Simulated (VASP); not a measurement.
Input of a VASP 6.6.1 run:

File INCAR:

```
PREC = Accurate ; ENCUT = 520
EDIFF = 1E-6 ; ISMEAR = -1
SIGMA = 0.05 ; LREAL = False
LASPH = True ; NELM = 100
ALGO = Normal ; ISIF = 2
LWAVE = False ; LCHARG = True
LDIPOL = True ; IDIPOL = 3
DIPOL = 0.5 0.5 0.294 ; GGA = PE
LELF = True ; LVHAR = True
LVACPOTAV = True ; NBANDS = 11
```

File KPOINTS:

```
Automatic mesh
0
Gamma
  10 10 1
```

Contents of POSCAR:

```
Pt
1.0
    2.5230800000      0.0000000000      0.0000000000
    0.0000000000      2.5230800000      0.0000000000
    0.0000000000      0.0000000000     23.8000000000
Pt
1
Direct
    0.0000000000      0.0000000000      0.2941200000
```

Potentials or basis: VASP PAW PBE potentials, release 64 (Pt).

Launch:

```sh
$ cat potpaw_PBE.64/Pt/POTCAR > POTCAR
$ mpirun -np 1 vasp_std > vasp.out
```

What does it give for the band gap on the k mesh?

Zero (band 5 reaches -1.63 eV, above the bottom of band 6 at -5.35 eV).

Caveat: spin-orbit coupling is left out, which moves the levels of the heavy elements.
